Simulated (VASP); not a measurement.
# Rb (Im-3m) in VASP: a series of runs, part 2 of 2

VASP 6.6.1.

### Step 3. Single point, PBE (volume scaled by 0.43)

INCAR

```
PREC = Accurate ; ENCUT = 520
EDIFF = 1E-6 ; ISMEAR = -1
SIGMA = 0.1 ; LREAL = F
LASPH = T ; NELM = 80
ALGO = Normal ; ISIF = 2
LWAVE = F ; LCHARG = F
GGA = PE ; NBANDS = 10
```

KPOINTS

```
Automatic mesh
0
Gamma
  10 10 10
```

POSCAR

```
Rb
1.0
   -2.1404929062      2.1404929062      2.1404929062
    2.1404929062     -2.1404929062      2.1404929062
    2.1404929062      2.1404929062     -2.1404929062
Rb
1
Direct
    0.0000000000      0.0000000000      0.0000000000
```

Potentials or basis: VASP PAW PBE potentials, release 64 (Rb_sv).

On the command line:

```sh
> cat potpaw_PBE.64/Rb_sv/POTCAR > POTCAR
> mpirun -np 1 vasp_std > vasp.out
```

OUTCAR:

```text
PREC = Accurate
   ENCUT = 520
   EDIFF = 1E-6
   ISMEAR = -1
   LREAL = F
   LASPH = T
   NELM = 80
   ISIF = 2
   GGA = PE

 ion  position               nearest neighbor table
   1  0.000  0.000  0.000-

  LATTYP: Found a body centered cubic cell.
 ALAT       =     4.2809858124

  Lattice vectors:

 A1 = (  -2.1404929062,   2.1404929062,   2.1404929062)
 A2 = (   2.1404929062,  -2.1404929062,   2.1404929062)
 A3 = (   2.1404929062,   2.1404929062,  -2.1404929062)

Analysis of symmetry for initial positions (statically):
=====================================================================
 Subroutine PRICEL returns:
 Original cell was already a primitive cell.

 Routine SETGRP: Setting up the symmetry group for a
 body centered cubic supercell.

 Subroutine GETGRP returns: Found 48 space group operations
 (whereof 48 operations were pure point group operations)
 out of a pool of 48 trial point group operations.

The static configuration has the point symmetry O_h .

Analysis of symmetry for dynamics (positions and initial velocities):
=====================================================================
[... 154 lines left out ...]

 E-fermi :   3.0145     XC(G=0):  -8.0051

 val. band max:        2.9191784911   @ k =   0.5000   0.5000   0.5000
 cond. band min:       3.0372423893   @ k =   0.3000   0.1000   0.1000
 fundamental gap:      0.1180638982
 Fermi energy:         3.0145407471

 k-point     1 :       0.0000    0.0000    0.0000
  band No.  band energies     occupation
      1     -26.1369      2.00000
      2      -9.6851      2.00000
      3      -9.6851      2.00000
      4      -9.6851      2.00000
      5      -0.0499      2.00000
      6       7.1780      0.00000
      7       7.1780      0.00000
      8       7.1780      0.00000
      9       8.9909      0.00000
     10       8.9909      0.00000
[... 287 lines left out ...]
 k-point    24 :      -0.3000    0.3000    0.1000
  band No.  band energies     occupation
      1     -26.0247      2.00000
      2     -10.4856      2.00000
      3      -9.9535      2.00000
      4      -9.7850      2.00000
      5       2.1313      1.99971
      6       5.2224      0.00000
      7       5.9549      0.00000
      8       7.7725      0.00000
      9       9.4919      0.00000
     10      10.0824      0.00000

 [... further k-points ...]
[... 5 lines left out ...]
  --------------------------------------------------------------------------------------
  -------------------------------------------------------------------------------------
  Total        2.4520422      2.4520422      2.4520422      0.0000000      0.0000000     -0.0000000
  in kB      100.1468161    100.1468161    100.1468161      0.0000000      0.0000000     -0.0000000
  external PRESSURE =     100.1468161 kB  Pullay stress =       0.0000000 kB

 VOLUME and BASIS-vectors are now :
 -----------------------------------------------------------------------------
  energy-cutoff  :      520.00
  volume of cell :       39.23
      direct lattice vectors                 reciprocal lattice vectors
    -2.140492906  2.140492906  2.140492906     0.000000000  0.233591057  0.233591057
     2.140492906 -2.140492906  2.140492906     0.233591057  0.000000000  0.233591057
     2.140492906  2.140492906 -2.140492906     0.233591057  0.233591057  0.000000000

 POSITION                                       TOTAL-FORCE (eV/Angst)
 -----------------------------------------------------------------------------------
      0.00000      0.00000      0.00000         0.000000      0.000000      0.000000
 -----------------------------------------------------------------------------------
    total drift:                                0.000000      0.000000      0.000000

  FREE ENERGIE OF THE ION-ELECTRON SYSTEM (eV)
  ---------------------------------------------------
  free  energy   TOTEN  =        -0.0706576346 eV

  energy  without entropy=       -0.0383684887  energy(sigma->0) =       -0.05451306
```

OSZICAR:

```text
N       E                     dE             d eps       ncg     rms          rms(c)
DAV:   1     0.317160788363E+02    0.31716E+02   -0.41481E+03   940   0.745E+02
DAV:   2     0.124569235967E+01   -0.30470E+02   -0.29750E+02  1146   0.133E+02
DAV:   3    -0.338467591124E-01   -0.12795E+01   -0.12705E+01  1252   0.245E+01
DAV:   4    -0.790168216215E-01   -0.45170E-01   -0.45008E-01  1204   0.370E+00
DAV:   5    -0.810833646141E-01   -0.20665E-02   -0.20646E-02  1260   0.562E-01    0.319E+00
DAV:   6    -0.707318701349E-01    0.10351E-01   -0.18943E-02  1068   0.808E-01    0.205E+00
DAV:   7    -0.707139299096E-01    0.17940E-04   -0.27164E-02  1268   0.101E+00    0.344E-01
DAV:   8    -0.706605948131E-01    0.53335E-04   -0.23221E-03  1030   0.354E-01    0.268E-02
DAV:   9    -0.706572215281E-01    0.33733E-05   -0.74471E-05  1148   0.585E-02    0.167E-02
DAV:  10    -0.706576346468E-01   -0.41312E-06   -0.58457E-06  1170   0.165E-02
   1 F= -.70657635E-01 E0= -.54513062E-01  d E =-.322891E-01
```

stdout:

```text
POSCAR found type information on POSCAR Rb
 POSCAR found :  1 types and       1 ions
 scaLAPACK will be used
 LDA part: xc-table for (Slater+PW92), standard interpolation
 POSCAR, INCAR and KPOINTS ok, starting setup
 FFT: planning ... GRIDC
 FFT: planning ... GRID_SOFT
 FFT: planning ... GRID
 WAVECAR not read
 entering main loop
```

It took 16 s on 1 thread of AMD EPYC 7R43 (Zen 3), shared host; peak memory 0.12 GiB.

Results:

```
Free energy : -0.0707 eV
Pressure    : 10.0 GPa
```
